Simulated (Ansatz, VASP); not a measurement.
# TaC: VASP beside Ansatz

```
CELL_PARAMETERS angstrom
0.00000 2.22700 2.22700
2.22700 0.00000 2.22700
2.22700 2.22700 0.00000
ATOMIC_POSITIONS crystal
Ta 0.00000 0.00000 0.00000
C 0.50000 0.50000 0.50000
```

Alike in both runs: task single point; functional PBE; k mesh 16 × 16 × 16; occupations fermi-dirac, width 0.05 eV; no spin polarisation.

|  | VASP | Ansatz |
| --- | --- | --- |
| version | VASP 6.6.1 | Ansatz 0.2.0 |
| potentials or method | VASP PAW PBE potentials, release 64 (Ta_pv, C), cutoff 600 eV | all-electron LAPW, scalar-relativistic |

```csv
,VASP,Ansatz,Ansatz less VASP
pressure (GPa),5.4,4.8,-0.58
```

Ansatz ran all-electron here, and VASP with PAW potentials.

Neither program's run includes spin-orbit coupling.
